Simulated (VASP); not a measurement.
# SiC (P6_3mc) in VASP: settings compared

The runs below take SiC through single point, with r2SCAN, PBE.

Program: VASP 6.6.1. These are calculated values, not measurements. Logs are shortened: lines on timing, memory, paths and dates and some standing lists are left out, and cuts for length are marked.

### Step 1. The cell of the first run

Symmetry: P6_3mc, No. 186, hexagonal system. Conventional cell: a = 3.044 Å, b = 3.044 Å, c = 4.997 Å, α = 90.00°, β = 90.00°, γ = 120.00°. Within 2.5 Å of Si (site symmetry 3m) lie 4 C at 1.86 to 1.88 Å. Within 2.5 Å of C (site symmetry 3m) lie 4 Si at 1.86 to 1.88 Å.

### Step 2. Single point, r2SCAN (volume changed by -3%)

Input file POSCAR:

```
SiC
1.0
    3.0442900837      0.0000000000      0.0000000000
   -1.5221450419      2.6364325490      0.0000000000
    0.0000000000      0.0000000000      4.9971142444
Si C
2 2
Direct
    0.3333333333      0.6666666667      0.4995917720
    0.6666666667      0.3333333333      0.9995917720
    0.3333333333      0.6666666667      0.8754082280
    0.6666666667      0.3333333333      0.3754082280
```

Input file INCAR.step1:

```
SYSTEM = SiC
PREC = Accurate
ENCUT = 520
ISMEAR = 0
SIGMA = 0.01
LREAL = .False.
LASPH = .True.
NELM = 60
NBANDS = 16
GGA = PE
ALGO = Normal
EDIFF = 1E-4
LWAVE = .True.
LCHARG = .False.
```

Input file INCAR.step2:

```
SYSTEM = SiC
PREC = Accurate
ENCUT = 520
EDIFF = 1E-7
ISMEAR = 0
SIGMA = 0.01
LREAL = .False.
LASPH = .True.
NELM = 60
ALGO = Normal
ISIF = 2
LWAVE = .False.
LCHARG = .False.
METAGGA = R2SCAN
LMIXTAU = .True.
NBANDS = 16
ISTART = 1
```

Input file KPOINTS:

```
regular mesh
0
Gamma
  9 9 4
  0 0 0
```

Potentials or basis: VASP PAW PBE potentials, release 64 (Si, C).

On the command line:

```bash
> cat potpaw_PBE.64/Si/POTCAR potpaw_PBE.64/C/POTCAR > POTCAR
> cp INCAR.step1 INCAR
> mpirun -np 1 vasp_std > vasp.out
> cp INCAR.step2 INCAR
> mpirun -np 1 vasp_std > vasp.out
```

OUTCAR:

```text
SYSTEM = SiC
   PREC = Accurate
   ENCUT = 520
   EDIFF = 1E-7
   ISMEAR = 0
   LREAL = .False.
   LASPH = .True.
   NELM = 60
   ISIF = 2
   METAGGA = R2SCAN
   ISTART = 1

 ion  position               nearest neighbor table
   1  0.333  0.667  0.500-   4 1.86   4 1.86   4 1.86   3 1.88   2 3.05   2 3.05   2 3.05   2 3.05
                             2 3.05   2 3.05
   2  0.667  0.333  1.000-   3 1.86   3 1.86   3 1.86   4 1.88   1 3.05   1 3.05   1 3.05   1 3.05
                             1 3.05   1 3.05
   3  0.333  0.667  0.875-   2 1.86   2 1.86   2 1.86   1 1.88
   4  0.667  0.333  0.375-   1 1.86   1 1.86   1 1.86   2 1.88

  LATTYP: Found a hexagonal cell.
 ALAT       =     3.0442900837
 C/A-ratio  =     1.6414711171

  Lattice vectors:

 A1 = (   3.0442900837,   0.0000000000,   0.0000000000)
 A2 = (  -1.5221450419,   2.6364325490,   0.0000000000)
 A3 = (   0.0000000000,   0.0000000000,   4.9971142444)

Analysis of symmetry for initial positions (statically):
=====================================================================
 Subroutine PRICEL returns:
 Original cell was already a primitive cell.

 Routine SETGRP: Setting up the symmetry group for a
 hexagonal supercell.

 Subroutine GETGRP returns: Found 12 space group operations
 (whereof  6 operations were pure point group operations)
 out of a pool of 24 trial point group operations.

The static configuration has the point symmetry C_3v.
 The point group associated with its full space group is C_6v.

Analysis of symmetry for dynamics (positions and initial velocities):
=====================================================================
 Subroutine PRICEL returns:
 Original cell was already a primitive cell.

 Routine SETGRP: Setting up the symmetry group for a
 hexagonal supercell.

 Subroutine GETGRP returns: Found 12 space group operations
 (whereof  6 operations were pure point group operations)
 out of a pool of 24 trial point group operations.

The dynamic configuration has the point symmetry C_3v.
 The point group associated with its full space group is C_6v.

 Subroutine INISYM returns: Found 12 space group operations
 (whereof  6 operations are pure point group operations),
 and found     1 'primitive' translations

----------------------------------------------------------------------------------------

                                     Primitive cell

  volume of cell :      40.1072

  direct lattice vectors                    reciprocal lattice vectors
     3.044290084  0.000000000  0.000000000     0.328483808  0.189650215  0.000000000
    -1.522145042  2.636432549  0.000000000     0.000000000  0.379300430  0.000000000
     0.000000000  0.000000000  4.997114244     0.000000000  0.000000000  0.200115497

  length of vectors
     3.044290084  3.044290084  4.997114244     0.379300430  0.379300430  0.200115497

  position of ions in fractional coordinates (direct lattice)
     0.333333333  0.666666667  0.499591772
     0.666666667  0.333333333  0.999591772
     0.333333333  0.666666667  0.875408228
     0.666666667  0.333333333  0.375408228

  ion indices of the primitive-cell ions
   primitive index   ion index
                 1           1
                 2           2
                 3           3
                 4           4

----------------------------------------------------------------------------------------

 KPOINTS: regular mesh

Automatic generation of k-mesh.
 Grid dimensions read from file:
 generate k-points for:    9    9    4

 Generating k-lattice:

  Cartesian coordinates                     Fractional coordinates (reciprocal lattice)
     0.036498201  0.021072246  0.000000000     0.111111111  0.000000000  0.000000000
     0.000000000  0.042144492  0.000000000     0.000000000  0.111111111  0.000000000
     0.000000000  0.000000000  0.050028874     0.000000000  0.000000000  0.250000000

  Length of vectors
     0.042144492  0.042144492  0.050028874

  Shift w.r.t. Gamma in fractional coordinates (k-lattice)
     0.000000000  0.000000000  0.000000000

 Subroutine IBZKPT returns following result:
 ===========================================

 Found     36 irreducible k-points:

 Following reciprocal coordinates:
            Coordinates               Weight
  0.000000  0.000000  0.000000      1.000000
  0.111111  0.000000  0.000000      6.000000
  0.222222  0.000000  0.000000      6.000000
  0.333333  0.000000  0.000000      6.000000
  0.444444  0.000000  0.000000      6.000000
  0.111111  0.111111  0.000000      6.000000
[... 16 lines left out ...]
  0.333333  0.222222  0.250000     24.000000
  0.333333  0.333333  0.250000      4.000000
 [... further k-points ...]
   k-points           NKPTS =     36   k-points in BZ     NKDIM =     36   number of bands    NBANDS=     16
   number of dos      NEDOS =    301   number of ions     NIONS =      4
   total plane-waves  NPLWV =  23040
   dimension x,y,z NGX =    24 NGY =   24 NGZ =   40
   dimension x,y,z NGXF=    48 NGYF=   48 NGZF=   80
   ions per type =               2   2
   NGX,Y,Z   is equivalent  to a cutoff of  13.11, 13.11, 13.31 a.u.
   NGXF,Y,Z  is equivalent  to a cutoff of  26.21, 26.21, 26.61 a.u.
 SYSTEM =  SiC
   PREC   = accura    normal or accurate (medium, high low for compatibility)
   ISTART =      1    job   : 0-new  1-cont  2-samecut
   ICHARG =      0    charge: 1-file 2-atom 10-const
   ISPIN  =      1    spin polarized calculation?
   LNONCOLLINEAR =      F non collinear calculations
   LSORBIT =      F    spin-orbit coupling
   LASPH  =      T    aspherical Exc in radial PAW
   ENCUT  =  520.0 eV  38.22 Ry    6.18 a.u.   5.66  5.66  9.29*2*pi/ulx,y,z
   NELM   =     60;   NELMIN=  2; NELMDL=  0     # of ELM steps
   EDIFF  = 0.1E-06   stopping-criterion for ELM
   LREAL  =      F    real-space projection
   EDIFFG = 0.1E-05   stopping-criterion for IOM
   NSW    =      0    number of steps for IOM
   IBRION =     -1    ionic relax: 0-MD 1-quasi-New 2-CG
   NFREE  =      0    steps in history (QN), initial steepest desc. (CG)
   ISIF   =      2    stress and relaxation
   ISYM   =      2    0-nonsym 1-usesym 2-fastsym
   POTIM  = 0.5000    time-step for ionic-motion
   TEBEG  =    0.0;   TEEND  =   0.0 temperature during run
   PSTRESS=    0.0 pullay stress
   NELECT =      16.0000    total number of electrons
   NUPDOWN=      -1.0000    fix difference up-down
   EMIN   =  10.00;   EMAX   =-10.00  energy-range for DOS
   EFERMI =   0.00;   METHOD = LEGACY
   ISMEAR =     0;   SIGMA  =   0.01  broadening in eV -4-tet -1-fermi 0-gaus
   EFERMI_NEDOS =   21; number of points for ismear=-14 and -15
   IALGO  =     38    algorithm
   IMIX   =      4    mixing-type and parameters
     AMIX     =   0.40;   BMIX     =  1.00
     AMIX_MAG =   1.60;   BMIX_MAG =  1.00
  volume/ion in A,a.u.               =      10.03        67.66
  Fermi-wavevector in a.u.,A,eV,Ry     =   1.205149  2.277402 19.760894  1.452385
  Thomas-Fermi vector in A             =   2.340854
   LORBIT       =      0    0 simple, 1 ext, 2 COOP (PROOUT), +10 PAW based schemes
   METAGGA = R2SCAN    functional components
   LHFCALC =     F    Hartree Fock is set to
   AEXX    =    0.0000 exact exchange contribution
   IVDW    =     0    specifies the selected vdW correction
   LEPSILON=     F    determine dielectric tensor
   LRPA    =     F    only Hartree local field effects (RPA)
 non-spin polarized calculation
 Gauss-broadening in eV      SIGMA  =   0.01
  energy-cutoff  :      520.00
  volume of cell :       40.11
 maximum number of plane-waves:      1105
 NGX is ok and might be reduce to    24
   NGX = 11   NGY = 11   NGZ = 19

 number of electron      15.9999999 magnetization

 Free energy of the ion-electron system (eV)
  ---------------------------------------------------
  ext. energy  EPLUGINS =         0.00000000
  ---------------------------------------------------
  free energy    TOTEN  =       -38.61130669 eV

  energy without entropy =      -38.61130669  energy(sigma->0) =      -38.61130669

 E-fermi :   8.6076     XC(G=0): -12.0661

 val. band max:        8.4933052513   @ k =   0.0000   0.0000   0.0000
 cond. band min:      11.1077679027   @ k =   0.3333   0.3333   0.0000
 fundamental gap:      2.6144626514
 Fermi energy:         8.6076403274

 k-point     1 :       0.0000    0.0000    0.0000
  band No.  band energies     occupation
      1      -8.1104      2.00000
      2      -4.3677      2.00000
      3      -0.6751      2.00000
      4       7.0937      2.00000
      5       7.0937      2.00000
      6       8.3795      2.00000
[... 8 lines left out ...]
     15      18.3030      0.00000
     16      20.6565      0.00000

 k-point     2 :       0.1111    0.0000    0.0000
  band No.  band energies     occupation
      1      -7.8834      2.00000
      2      -4.1772      2.00000
      3      -0.4640      2.00000
      4       5.9208      2.00000
      5       6.7166      2.00000
      6       7.6801      2.00000
[... 8 lines left out ...]
     15      18.8429      0.00000
     16      19.2846      0.00000

 k-point     3 :       0.2222    0.0000    0.0000
  band No.  band energies     occupation
      1      -7.2142      2.00000
      2      -3.6432      2.00000
      3       0.1354      2.00000
      4       3.6699      2.00000
      5       5.8815      2.00000
      6       5.9849      2.00000
[... 8 lines left out ...]
     15      19.3816      0.00000
     16      19.8058      0.00000
[... 362 lines left out ...]
 k-point    23 :       0.3333    0.2222    0.2500
  band No.  band energies     occupation
      1      -4.1124      2.00000
      2      -2.9604      2.00000
      3       0.3855      2.00000
      4       1.4448      2.00000
      5       2.6301      2.00000
      6       4.4251      2.00000
[... 8 lines left out ...]
     15      21.2419      0.00000
     16      21.8945      0.00000

 k-point    24 :       0.3333    0.3333    0.2500
  band No.  band energies     occupation
      1      -3.2624      2.00000
      2      -3.2624      2.00000
      3       1.0439      2.00000
      4       1.0439      2.00000
      5       1.6530      2.00000
      6       3.7027      2.00000
[... 8 lines left out ...]
     15      21.5019      0.00000
     16      22.4145      0.00000

 [... further k-points ...]

------------------------ aborting loop because EDIFF is reached ----------------------------------------

  FORCE on cell =-STRESS in cart. coord.  units (eV):
  Direction    XX          YY          ZZ          XY          YZ          ZX
  --------------------------------------------------------------------------------------
  -------------------------------------------------------------------------------------
  Total        1.8065392      1.8065392      1.7567877     -0.0000000      0.0000000      0.0000000
  in kB       72.1665591     72.1665592     70.1791161     -0.0000000      0.0000000      0.0000000
  external PRESSURE =      71.5040781 kB  Pullay stress =       0.0000000 kB

 VOLUME and BASIS-vectors are now :
 -----------------------------------------------------------------------------
  energy-cutoff  :      520.00
  volume of cell :       40.11
      direct lattice vectors                 reciprocal lattice vectors
     3.044290084  0.000000000  0.000000000     0.328483808  0.189650215  0.000000000
    -1.522145042  2.636432549  0.000000000     0.000000000  0.379300430  0.000000000
     0.000000000  0.000000000  4.997114244     0.000000000  0.000000000  0.200115497

 POSITION                                       TOTAL-FORCE (eV/Angst)
 -----------------------------------------------------------------------------------
     -0.00000      1.75762      2.49652         0.000000     -0.000000      0.004893
      1.52215      0.87881      4.99507        -0.000000      0.000000      0.004893
     -0.00000      1.75762      4.37451        -0.000000     -0.000000     -0.004893
      1.52215      0.87881      1.87596         0.000000     -0.000000     -0.004893
 -----------------------------------------------------------------------------------
    total drift:                                0.000000      0.000000      0.000499

  FREE ENERGIE OF THE ION-ELECTRON SYSTEM (eV)
  ---------------------------------------------------
  free  energy   TOTEN  =       -38.6113066877 eV

  energy  without entropy=      -38.6113066877  energy(sigma->0) =      -38.61130669
```

Run time: 68 s. Hardware: 1 thread of Intel Xeon Platinum 8259CL at 2.50GHz (Skylake/Cascade Lake), shared host; peak memory 0.17 GiB.

Results:

* Free energy: -38.6113 eV
* Pressure: 7.2 GPa
* Largest force: 0.005 eV/Å
* Band gap on the k mesh: 2.61 eV, indirect (least direct gap 4.59 eV)

Forces on the atoms (eV/Å):
```
Si   0.000  0.000  0.005
Si   0.000  0.000  0.005
C    0.000  0.000 -0.005
C    0.000  0.000 -0.005
```

Stress tensor (GPa, compression positive):
```
7.22 0.00 0.00
0.00 7.22 0.00
0.00 0.00 7.02
```

Levels at points of the mesh, in eV from the valence-band top:
| k point | band 6 | band 7 | band 8 | band 9 | band 10 | band 11 |
| --- | --- | --- | --- | --- | --- | --- |
| (0.00, 0.00, 0.00) | -0.11 | 0.00 | 0.00 | 5.66 | 7.12 | 7.39 |
| (0.00, 0.00, 0.50) | -0.76 | -0.76 | -0.76 | 6.78 | 6.78 | 8.07 |

Caveat: the PAW data sets were made with another functional, which shifts forces and pressure a little. A k mesh can miss the band edges.

(Continued in part 2 of 3.)
